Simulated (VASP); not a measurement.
Input of a VASP 6.6.1 run:

INCAR

```
SYSTEM = TaN
PREC     = Accurate       ! precision mode
ENCUT    = 520            ! plane-wave cutoff, eV
EDIFF    = 1E-7           ! SCF threshold, eV
ISMEAR   = 0              ! smearing method
SIGMA    = 0.15           ! smearing width, eV
LREAL    = .False.        ! projectors in reciprocal space
LASPH    = .True.         ! aspherical terms in the spheres
NELM     = 100            ! most SCF steps
ALGO     = Normal         ! electronic algorithm
ISIF     = 2              ! what is computed and relaxed
LWAVE    = .False.        ! write WAVECAR
LCHARG   = .False.        ! write CHGCAR
GGA      = PS             ! functional
NBANDS   = 15             ! bands
```

The input KPOINTS:

```
regular mesh
0
Gamma
  18 18 16
  0 0 0
```

File POSCAR:

```
TaN
1.0
    2.9971000000      0.0000000000      0.0000000000
   -1.4985500000      2.5955647377      0.0000000000
    0.0000000000      0.0000000000      2.7272000000
Ta N
1 1
Direct
    0.3333333333      0.6666666667      0.5000000000
    0.0000000000      0.0000000000      0.0000000000
```

Potentials or basis: VASP PAW PBE potentials, release 64 (Ta_pv, N).

Run with:

```console
$ cat potpaw_PBE.64/Ta_pv/POTCAR potpaw_PBE.64/N/POTCAR > POTCAR
$ mpirun -np 1 vasp_std > vasp.out
```

**Question.** What does it give for the band gap on the k mesh?

**Answer.** Zero (band 8 reaches 8.46 eV, above the bottom of band 9 at 8.23 eV).

**Question.** What does it give for the pressure?

**Answer.** 5.2 GPa.

Stress tensor (GPa, compression positive):
```
-12.26   0.00   0.00
  0.00 -12.26   0.00
  0.00   0.00  40.02
```

Caveat: the PAW data sets were made with another functional, which shifts forces and pressure a little; spin-orbit coupling is left out, which moves the levels of the heavy elements.
